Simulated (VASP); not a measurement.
Wanted: the native input for a VASP 6.6.1 run.

| Quantity | Value |
| --- | --- |
| Task | single point |
| Functional | r2SCAN |
| Potentials or basis | VASP PAW PBE potentials, release 64 (Sb) |
| Cutoff | 520 eV |
| k mesh | 6 × 6 × 1 |
| Occupations | fermi-dirac, width 0.1 eV |
| Spin | no spin polarisation |
| Dipole correction | yes |
| Further INCAR settings | ALGO = Normal; EDIFF = 1e-06; NBANDS = 14 |

Sb, a slab with vacuum:

```
CELL_PARAMETERS angstrom
2.98779 0.00000 0.00000
-0.99593 2.81691 0.00000
0.00000 0.00000 20.87904
ATOMIC_POSITIONS crystal
Sb 0.00000 0.00000 0.38316
Sb 0.50000 0.50000 0.50000
Sb 0.00000 0.00000 0.61684
```

One way to write it, as run:

POSCAR

```
Sb
1.0
    2.9877880000      0.0000000000      0.0000000000
   -0.9959293021      2.8169135518      0.0000000000
    0.0000000000      0.0000000000     20.8790374686
Sb
3
Direct
    0.0000000000      0.0000000000      0.3831594254
    0.5000000235      0.5000000235      0.5000000000
    0.0000000470      0.0000000470      0.6168405746
```

INCAR.step1

```
SYSTEM = Sb
PREC = Accurate
ENCUT = 520
ISMEAR = -1
SIGMA = 0.1
LREAL = .False.
LASPH = .True.
NELM = 100
LDIPOL = .True.
IDIPOL = 3
DIPOL = 0.5 0.5 0.500
NBANDS = 14
GGA = PE
ALGO = Normal
EDIFF = 1E-4
LWAVE = .True.
LCHARG = .False.
```

INCAR.step2

```
SYSTEM = Sb
PREC = Accurate
ENCUT = 520
EDIFF = 1E-6
ISMEAR = -1
SIGMA = 0.1
LREAL = .False.
LASPH = .True.
NELM = 100
ALGO = Normal
ISIF = 2
LWAVE = .False.
LCHARG = .True.
LDIPOL = .True.
IDIPOL = 3
DIPOL = 0.5 0.5 0.500
METAGGA = R2SCAN
LMIXTAU = .True.
LELF = .True.
LVHAR = .True.
LVACPOTAV = .True.
NBANDS = 14
ISTART = 1
```

KPOINTS

```
regular mesh
0
Gamma
  6 6 1
  0 0 0
```

Potentials or basis: VASP PAW PBE potentials, release 64 (Sb).

Launch:

```bash
$ cat potpaw_PBE.64/Sb/POTCAR > POTCAR
$ cp INCAR.step1 INCAR
$ mpirun -np 1 vasp_std > vasp.out
$ cp INCAR.step2 INCAR
$ mpirun -np 1 vasp_std > vasp.out
```

It gave:

```yaml
Largest_force: 1.306 eV/Å
```

Caveat: the k points lie up to 0.37 Å⁻¹ apart; the PAW data sets were made with another functional, which shifts forces and pressure a little.

Wall time 5 min on 1 thread of Intel Xeon 8259CL (shared host), peak memory 0.32 GiB.
